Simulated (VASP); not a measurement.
A run of VASP 6.6.1 is set up as follows.

POSCAR

```
CdS
1.0
    4.1347992034      0.0000000000      0.0000000000
   -2.0673996017      3.5808411497      0.0000000000
    0.0000000000      0.0000000000      6.4115500000
Cd S
2 2
Direct
    0.3333333333      0.6666666667      0.0000000000
    0.6666666667      0.3333333333      0.5000000000
    0.3333333333      0.6666666667      0.3850000000
    0.6666666667      0.3333333333      0.8850000000
```

The input INCAR.step1:

```
PREC     = Accurate       # precision mode
ENCUT    = 520            # plane-wave cutoff, eV
ISMEAR   = 0              # smearing method
SIGMA    = 0.05           # smearing width, eV
LREAL    = F              # projectors in reciprocal space
LASPH    = T              # aspherical terms in the spheres
NELM     = 100            # most SCF steps
NBANDS   = 26             # bands
GGA      = PE             # functional
ALGO     = Normal         # electronic algorithm
EDIFF    = 1E-4           # SCF threshold, eV
LWAVE    = T              # write WAVECAR
LCHARG   = F              # write CHGCAR
```

File INCAR.step2:

```
PREC     = Accurate       # precision mode
ENCUT    = 520            # plane-wave cutoff, eV
EDIFF    = 1E-6           # SCF threshold, eV
ISMEAR   = 0              # smearing method
SIGMA    = 0.05           # smearing width, eV
LREAL    = F              # projectors in reciprocal space
LASPH    = T              # aspherical terms in the spheres
NELM     = 100            # most SCF steps
ALGO     = Normal         # electronic algorithm
ISIF     = 2              # what is computed and relaxed
LWAVE    = F              # write WAVECAR
LCHARG   = T              # write CHGCAR
METAGGA  = R2SCAN         # meta-GGA
LMIXTAU  = T            
LELF     = T              # ELF
LVHAR    = T            
NBANDS   = 26             # bands
ISTART   = 1
```

KPOINTS

```
regular mesh
0
Gamma
  12 12 4
```

Potentials or basis: VASP PAW PBE potentials, release 64 (Cd, S).

The run is started by

```bash
$ cat potpaw_PBE.64/Cd/POTCAR potpaw_PBE.64/S/POTCAR > POTCAR
$ cp INCAR.step1 INCAR
$ mpirun -np 1 vasp_std > vasp.out
$ cp INCAR.step2 INCAR
$ mpirun -np 1 vasp_std > vasp.out
```

(1) Estimate the band gap on the k mesh.

(2) What does it give for the pressure?

(3) Predict the largest force.

Results:

(1) 1.79 eV.

(2) 5.2 GPa.

(3) 0.193 eV/Å.

Caveat: the cell differs from its parent crystal (strain +0.000 along x and y, -0.050 along z); the cell stands under pressure; the PAW data sets were made with another functional, which shifts forces and pressure a little.
